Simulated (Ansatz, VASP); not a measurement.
Two plane-wave programs on ZnSe

Contents of INCAR:

```
ALGO = Normal
EDIFF = 1E-6
ENCUT = 520
GGA = PE
ISIF = 2
ISMEAR = -1
LASPH = True
LCHARG = False
LREAL = False
LWAVE = False
NBANDS = 16
NELM = 60
PREC = Accurate
SIGMA = 0.15
```

File KPOINTS:

```
k-points
0
Gamma
  14 14 14
```

The input POSCAR:

```
ZnSe
1.0
    0.0000000000      2.6399000000      2.6399000000
    2.6399000000      0.0000000000      2.6399000000
    2.6399000000      2.6399000000      0.0000000000
Zn Se
1 1
Direct
    0.0000000000      0.0000000000      0.0000000000
    0.5000000000      0.5000000000      0.5000000000
```

Input for Ansatz:

```yaml
crystal:
  lattice:
    - [0.0, 2.6399, 2.6399]
    - [2.6399, 0.0, 2.6399]
    - [2.6399, 2.6399, 0.0]
  atoms:
    - { symbol: Zn, position: [0.0, 0.0, 0.0] }
    - { symbol: Se, position: [0.5, 0.5, 0.5] }
basis:
  ecutwfc: 420
kpoints:
  mp_grid: { grid: [14, 14, 14] }
hamiltonian:
  xc: pbe
scf:
  occupations: { method: fermi_dirac, width: 0.15 }
output:
  forces: true
  stress: true
  eigenvalues: true
```

Alike in both runs: task single point; functional PBE; k mesh 14 × 14 × 14; occupations fermi-dirac, width 0.15 eV; no spin polarisation.

|  | VASP | Ansatz |
| --- | --- | --- |
| version | VASP 6.6.1 | Ansatz 0.2.0 |
| potentials or method | VASP PAW PBE potentials, release 64 (Zn, Se), cutoff 520 eV | scalar-relativistic, plane waves, PAW |
| valence electrons in the cell | 18 | 28 |

Ansatz gave:

```
gap on the k mesh at the Fermi level (eV) : none
pressure (GPa)                            : 4.0
```

Task: What did VASP give for the same quantities?

Result: gap on the k mesh at the Fermi level (eV): none; pressure (GPa): 4.2.

A gap of «none» marks a metal or a gap that the smearing closes. The functional is the same, so the differences come from potentials, cutoffs and numerics. VASP's potentials hold 18 valence electrons a cell and Ansatz's 28, so a difference there can come from the potentials and not from the codes.
